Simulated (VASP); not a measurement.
# Sn (P6_3/mmc) in VASP: further runs

Runs on Sn. Level: PBE. Tasks: single point.

Everything below comes from runs of VASP 6.6.1. Logs are shortened: lines on timing, memory, paths and dates and some standing lists are left out, and cuts for length are marked.

**1. The cell of the first run**

It takes space group P6_3/mmc (No. 194, hexagonal). The conventional cell has a = 4.656 Å, b = 4.656 Å, c = 7.683 Å, α = 90.00°, β = 90.00°, γ = 120.00°. Within 3.8 Å of Sn (site symmetry 3m) lie 4 Sn at 2.85 to 2.88 Å.

This isn't the form of Sn at room conditions, which is tetragonal (white tin).

**2. Single point, PBE**

File INCAR:

```
ALGO = Normal
EDIFF = 1E-6
ENCUT = 520
GGA = PE
ISIF = 2
ISMEAR = 0
LASPH = T
LCHARG = F
LREAL = F
LWAVE = F
NBANDS = 36
NELM = 80
PREC = Accurate
SIGMA = 0.1
```

File KPOINTS:

```
k-points
0
Gamma
  6 6 4
```

File POSCAR:

```
Sn
1.0
    4.6562556551      0.0000000000      0.0000000000
   -2.3281278275      4.0324356838      0.0000000000
    0.0000000000      0.0000000000      7.6828218308
Sn
4
Direct
    0.3333333333      0.6666666667      0.4375000000
    0.6666666667      0.3333333333      0.9375000000
    0.6666666667      0.3333333333      0.5625000000
    0.3333333333      0.6666666667      0.0625000000
```

Potentials or basis: VASP PAW PBE potentials, release 64 (Sn_d).

Launch:

```bash
cat potpaw_PBE.64/Sn_d/POTCAR > POTCAR
mpirun -np 1 vasp_std > vasp.out
```

OUTCAR:

```text
EDIFF = 1E-6
   ENCUT = 520
   GGA = PE
   ISIF = 2
   ISMEAR = 0
   LASPH = T
   LREAL = F
   NELM = 80
   PREC = Accurate

 ion  position               nearest neighbor table
   1  0.333  0.667  0.438-   3 2.85   3 2.85   3 2.85   4 2.88
   2  0.667  0.333  0.938-   4 2.85   4 2.85   4 2.85   3 2.88
   3  0.667  0.333  0.562-   1 2.85   1 2.85   1 2.85   2 2.88
   4  0.333  0.667  0.062-   2 2.85   2 2.85   2 2.85   1 2.88

  LATTYP: Found a hexagonal cell.
 ALAT       =     4.6562556551
 C/A-ratio  =     1.6500000000

  Lattice vectors:

 A1 = (   4.6562556551,   0.0000000000,   0.0000000000)
 A2 = (  -2.3281278275,   4.0324356838,   0.0000000000)
 A3 = (   0.0000000000,   0.0000000000,   7.6828218308)

Analysis of symmetry for initial positions (statically):
=====================================================================
 Subroutine PRICEL returns:
 Original cell was already a primitive cell.

 Routine SETGRP: Setting up the symmetry group for a
 hexagonal supercell.

 Subroutine GETGRP returns: Found 24 space group operations
 (whereof 12 operations were pure point group operations)
 out of a pool of 24 trial point group operations.

The static configuration has the point symmetry D_3d.
 The point group associated with its full space group is D_6h.

Analysis of symmetry for dynamics (positions and initial velocities):
=====================================================================
 Subroutine PRICEL returns:
 Original cell was already a primitive cell.

 Routine SETGRP: Setting up the symmetry group for a
 hexagonal supercell.

 Subroutine GETGRP returns: Found 24 space group operations
 (whereof 12 operations were pure point group operations)
 out of a pool of 24 trial point group operations.

The dynamic configuration has the point symmetry D_3d.
 The point group associated with its full space group is D_6h.

 Subroutine INISYM returns: Found 24 space group operations
 (whereof 12 operations are pure point group operations),
 and found     1 'primitive' translations

----------------------------------------------------------------------------------------

                                     Primitive cell

  volume of cell :     144.2531

  direct lattice vectors                    reciprocal lattice vectors
     4.656255655  0.000000000  0.000000000     0.214764840  0.123994538  0.000000000
    -2.328127827  4.032435684  0.000000000     0.000000000  0.247989076  0.000000000
     0.000000000  0.000000000  7.682821831     0.000000000  0.000000000  0.130160509

  length of vectors
     4.656255655  4.656255655  7.682821831     0.247989076  0.247989076  0.130160509

  position of ions in fractional coordinates (direct lattice)
     0.333333333  0.666666667  0.437500000
     0.666666667  0.333333333  0.937500000
     0.666666667  0.333333333  0.562500000
     0.333333333  0.666666667  0.062500000

  ion indices of the primitive-cell ions
   primitive index   ion index
                 1           1
                 2           2
                 3           3
                 4           4

----------------------------------------------------------------------------------------

 KPOINTS: k-points

Automatic generation of k-mesh.
 Grid dimensions read from file:
 generate k-points for:    6    6    4

 Generating k-lattice:

  Cartesian coordinates                     Fractional coordinates (reciprocal lattice)
     0.035794140  0.020665756  0.000000000     0.166666667  0.000000000  0.000000000
     0.000000000  0.041331513  0.000000000     0.000000000  0.166666667  0.000000000
     0.000000000  0.000000000  0.032540127     0.000000000  0.000000000  0.250000000

  Length of vectors
     0.041331513  0.041331513  0.032540127

  Shift w.r.t. Gamma in fractional coordinates (k-lattice)
     0.000000000  0.000000000  0.000000000

 Subroutine IBZKPT returns following result:
 ===========================================

 Found     21 irreducible k-points:

 Following reciprocal coordinates:
            Coordinates               Weight
  0.000000  0.000000  0.000000      1.000000
  0.166667  0.000000  0.000000      6.000000
  0.333333  0.000000  0.000000      6.000000
  0.500000  0.000000  0.000000      3.000000
  0.166667  0.166667  0.000000      6.000000
  0.333333  0.166667  0.000000     12.000000
[... 13 lines left out ...]
  0.333333  0.166667  0.500000     12.000000
  0.333333  0.333333  0.500000      2.000000
   k-points           NKPTS =     21   k-points in BZ     NKDIM =     21   number of bands    NBANDS=     36
   number of dos      NEDOS =    301   number of ions     NIONS =      4
   total plane-waves  NPLWV =  77760
   dimension x,y,z NGX =    36 NGY =   36 NGZ =   60
   dimension x,y,z NGXF=    72 NGYF=   72 NGZF=  120
   ions per type =               4
   NGX,Y,Z   is equivalent  to a cutoff of  12.85, 12.85, 12.98 a.u.
   NGXF,Y,Z  is equivalent  to a cutoff of  25.71, 25.71, 25.97 a.u.
 SYSTEM =  unknown system
   PREC   = accura    normal or accurate (medium, high low for compatibility)
   ISTART =      0    job   : 0-new  1-cont  2-samecut
   ICHARG =      2    charge: 1-file 2-atom 10-const
   ISPIN  =      1    spin polarized calculation?
   LNONCOLLINEAR =      F non collinear calculations
   LSORBIT =      F    spin-orbit coupling
   LASPH  =      T    aspherical Exc in radial PAW
   ENCUT  =  520.0 eV  38.22 Ry    6.18 a.u.   8.66  8.66 14.28*2*pi/ulx,y,z
   NELM   =     80;   NELMIN=  2; NELMDL= -5     # of ELM steps
   EDIFF  = 0.1E-05   stopping-criterion for ELM
   LREAL  =      F    real-space projection
   EDIFFG = 0.1E-04   stopping-criterion for IOM
   NSW    =      0    number of steps for IOM
   IBRION =     -1    ionic relax: 0-MD 1-quasi-New 2-CG
   NFREE  =      0    steps in history (QN), initial steepest desc. (CG)
   ISIF   =      2    stress and relaxation
   ISYM   =      2    0-nonsym 1-usesym 2-fastsym
   POTIM  = 0.5000    time-step for ionic-motion
   TEBEG  =    0.0;   TEEND  =   0.0 temperature during run
   PSTRESS=    0.0 pullay stress
   NELECT =      56.0000    total number of electrons
   NUPDOWN=      -1.0000    fix difference up-down
   EMIN   =  10.00;   EMAX   =-10.00  energy-range for DOS
   EFERMI =   0.00;   METHOD = LEGACY
   ISMEAR =     0;   SIGMA  =   0.10  broadening in eV -4-tet -1-fermi 0-gaus
   EFERMI_NEDOS =   21; number of points for ismear=-14 and -15
   IALGO  =     38    algorithm
   IMIX   =      4    mixing-type and parameters
     AMIX     =   0.40;   BMIX     =  1.00
     AMIX_MAG =   1.60;   BMIX_MAG =  1.00
  volume/ion in A,a.u.               =      36.06       243.37
  Fermi-wavevector in a.u.,A,eV,Ry     =   1.194252  2.256808 19.405131  1.426237
  Thomas-Fermi vector in A             =   2.330246
   LORBIT       =      0    0 simple, 1 ext, 2 COOP (PROOUT), +10 PAW based schemes
   GGA     = PE    functional components
   LHFCALC =     F    Hartree Fock is set to
   AEXX    =    0.0000 exact exchange contribution
   IVDW    =     0    specifies the selected vdW correction
   LEPSILON=     F    determine dielectric tensor
   LRPA    =     F    only Hartree local field effects (RPA)
 non-spin polarized calculation
 Gauss-broadening in eV      SIGMA  =   0.10
  energy-cutoff  :      520.00
  volume of cell :      144.25
 maximum number of plane-waves:      3898
 NGX is ok and might be reduce to    36
   NGX = 17   NGY = 17   NGZ = 29

 number of electron      56.0000017 magnetization

 Free energy of the ion-electron system (eV)
  ---------------------------------------------------
  ext. energy  EPLUGINS =         0.00000000
  ---------------------------------------------------
  free energy    TOTEN  =       -15.29125181 eV

  energy without entropy =      -15.28924150  energy(sigma->0) =      -15.29024666

 E-fermi :   5.0554     XC(G=0):  -8.6321

 val. band max:        4.9989129645   @ k =   0.0000   0.0000   0.2500
 cond. band min:       5.1082861551   @ k =   0.0000   0.0000   0.0000
 fundamental gap:      0.1093731907
 Fermi energy:         5.0553735358

 k-point     1 :       0.0000    0.0000    0.0000
  band No.  band energies     occupation
      1     -16.5396      2.00000
      2     -16.5396      2.00000
      3     -16.4941      2.00000
      4     -16.4941      2.00000
      5     -16.4891      2.00000
      6     -16.4680      2.00000
[... 28 lines left out ...]
     35       8.8528      0.00000
     36       9.9763      0.00000

 k-point     2 :       0.1667    0.0000    0.0000
  band No.  band energies     occupation
      1     -16.5548      2.00000
      2     -16.5456      2.00000
      3     -16.5049      2.00000
      4     -16.5045      2.00000
      5     -16.4920      2.00000
      6     -16.4490      2.00000
[... 28 lines left out ...]
     35       9.6947      0.00000
     36      10.0962      0.00000

 k-point     3 :       0.3333    0.0000    0.0000
  band No.  band energies     occupation
      1     -16.5631      2.00000
      2     -16.5523      2.00000
      3     -16.5280      2.00000
      4     -16.5181      2.00000
      5     -16.4770      2.00000
      6     -16.4329      2.00000
[... 28 lines left out ...]
     35      10.6309      0.00000
     36      10.8345      0.00000
[... 625 lines left out ...]
 k-point    20 :       0.3333    0.1667    0.5000
  band No.  band energies     occupation
      1     -16.5519      2.00000
      2     -16.5519      2.00000
      3     -16.5308      2.00000
      4     -16.5308      2.00000
      5     -16.4500      2.00000
      6     -16.4500      2.00000
[... 28 lines left out ...]
     35      10.5433      0.00000
     36      10.5433      0.00000

 k-point    21 :       0.3333    0.3333    0.5000
  band No.  band energies     occupation
      1     -16.5619      2.00000
      2     -16.5619      2.00000
      3     -16.5307      2.00000
      4     -16.5307      2.00000
      5     -16.4416      2.00000
      6     -16.4416      2.00000
[... 28 lines left out ...]
     35      10.2071      0.00000
     36      10.2071      0.00000

------------------------ aborting loop because EDIFF is reached ----------------------------------------

  FORCE on cell =-STRESS in cart. coord.  units (eV):
  Direction    XX          YY          ZZ          XY          YZ          ZX
  --------------------------------------------------------------------------------------
  -------------------------------------------------------------------------------------
  Total        0.9258686      0.9258686      0.1866060      0.0000000      0.0000000      0.0000000
  in kB       10.2833571     10.2833571      2.0725788      0.0000000      0.0000000      0.0000000
  external PRESSURE =       7.5464310 kB  Pullay stress =       0.0000000 kB

 VOLUME and BASIS-vectors are now :
 -----------------------------------------------------------------------------
  energy-cutoff  :      520.00
  volume of cell :      144.25
      direct lattice vectors                 reciprocal lattice vectors
     4.656255655  0.000000000  0.000000000     0.214764840  0.123994538  0.000000000
    -2.328127827  4.032435684  0.000000000     0.000000000  0.247989076  0.000000000
     0.000000000  0.000000000  7.682821831     0.000000000  0.000000000  0.130160509

 POSITION                                       TOTAL-FORCE (eV/Angst)
 -----------------------------------------------------------------------------------
     -0.00000      2.68829      3.36123        -0.000000      0.000000     -0.023527
      2.32813      1.34415      7.20265         0.000000      0.000000     -0.023527
      2.32813      1.34415      4.32159         0.000000     -0.000000      0.023527
     -0.00000      2.68829      0.48018        -0.000000     -0.000000      0.023527
 -----------------------------------------------------------------------------------
    total drift:                               -0.000000      0.000000      0.000000

  FREE ENERGIE OF THE ION-ELECTRON SYSTEM (eV)
  ---------------------------------------------------
  free  energy   TOTEN  =       -15.2912518091 eV

  energy  without entropy=      -15.2892415031  energy(sigma->0) =      -15.29024666
```

It took 2.4 min on 1 thread of AMD EPYC 7R43 (Zen 3), shared host; peak memory 0.24 GiB.

What came out:

```
Free energy            : -15.2913 eV
Pressure               : 0.8 GPa
Largest force          : 0.024 eV/Å
Band gap on the k mesh : zero (bands 28 and 29 overlap by 0.11 eV)
```

Forces in eV/Å, atoms in the order of the input:
```
Sn   0.000  0.000 -0.024
Sn   0.000  0.000 -0.024
Sn   0.000  0.000  0.024
Sn   0.000  0.000  0.024
```

Stress tensor (GPa, compression positive):
```
1.03 0.00 0.00
0.00 1.03 0.00
0.00 0.00 0.21
```

Caveat: spin-orbit coupling is left out, which moves the levels of the heavy elements.

**3. Single point, PBE**

This run uses another cell than the first one, of 36.75 Å³/atom.

File INCAR:

```
SYSTEM = Sn
PREC = Accurate
ENCUT = 520
EDIFF = 1E-6
ISMEAR = 0
SIGMA = 0.1
LREAL = .FALSE.
LASPH = .TRUE.
NELM = 80
ALGO = Fast
ISIF = 2
LWAVE = .FALSE.
LCHARG = .FALSE.
GGA = PE
NBANDS = 36
```

File KPOINTS:

```
regular mesh
0
G
  12 12 6
  0 0 0
```

File POSCAR:

```
Sn
1.0
    4.6904238887      0.0000000000      0.0000000000
   -2.3452119443      4.0620262421      0.0000000000
    0.0000000000      0.0000000000      7.7145919269
Sn
4
Direct
    0.3333333333      0.6666666667      0.4373224195
    0.6666666667      0.3333333333      0.9373224195
    0.6666666667      0.3333333333      0.5626775805
    0.3333333333      0.6666666667      0.0626775805
```

Potentials or basis: VASP PAW PBE potentials, release 64 (Sn_d).

Launch:

```bash
cat potpaw_PBE.64/Sn_d/POTCAR > POTCAR
mpirun -np 1 vasp_std > vasp.out
```

Run time: 9.1 min. Hardware: 1 thread of AMD EPYC 7R43 (Zen 3), shared host; peak memory 0.39 GiB.

It converged, with:

| Item | Value |
| --- | --- |
| Free energy | -15.3210 eV |
| Pressure | 0.0 GPa |
| Largest force | 0.004 eV/Å |
| Band gap on the k mesh | zero (bands 28 and 29 overlap by 0.09 eV) |

Forces in eV/Å, atoms in the order of the input:
```
Sn   0.000  0.000  0.004
Sn   0.000  0.000  0.004
Sn   0.000  0.000 -0.004
Sn   0.000  0.000 -0.004
```

Levels at points of the mesh, in eV from the Fermi level:
```csv
k point,band 24,band 25,band 26,band 27,band 28,band 29,band 30,band 31,band 32,band 33
"(0.00, 0.00, 0.00)",-1.15,-1.12,-1.12,-0.37,-0.07,0.10,0.10,1.91,1.91,2.26
"(0.50, 0.00, 0.00)",-5.65,-3.35,-2.30,-1.99,-1.09,0.61,1.05,3.10,3.13,3.48
"(0.00, 0.00, 0.50)",-4.09,-0.64,-0.64,-0.64,-0.64,0.20,0.20,2.78,2.78,2.78
"(0.50, 0.00, 0.50)",-6.43,-1.93,-1.93,-1.80,-1.80,0.41,0.41,1.93,1.93,4.87
```

Caveat: spin-orbit coupling is left out, which moves the levels of the heavy elements.

The gap in the log of VASP goes by the Fermi energy; the results here count the filled bands.